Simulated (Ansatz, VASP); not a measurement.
# BN: VASP beside Ansatz

```
CELL_PARAMETERS angstrom
2.50399 0.00000 0.00000
-1.25200 2.16852 0.00000
0.00000 0.00000 6.79442
ATOMIC_POSITIONS crystal
B 0.33333 0.66667 0.25000
B 0.66667 0.33333 0.75000
N 0.33333 0.66667 0.75000
N 0.66667 0.33333 0.25000
```

Change from the starting cell: zz strain of +2 %.

Alike in both runs: task single point; functional PBEsol; k mesh 11 × 11 × 4; occupations fermi-dirac, width 0.03 eV; no spin polarisation.

|  | VASP | Ansatz |
| --- | --- | --- |
| version | VASP 6.6.1 | Ansatz 0.2.0 |
| potentials or method | VASP PAW PBE potentials, release 64 (B, N), cutoff 520 eV | all-electron LAPW, scalar-relativistic |

|  | VASP | Ansatz | Ansatz less VASP |
| --- | --- | --- | --- |
| gap on the k mesh at the Fermi level (eV) | 4.26 | 4.27 | +0.005 |
| pressure (GPa) | 0.6 | 0.3 | -0.32 |
| traceless stress, the component that is largest in VASP (GPa) | -0.26 | 0.21 | +0.469 |

VASP's potentials were made for PBE, not for PBEsol. Ansatz ran all-electron here, and VASP with PAW potentials.
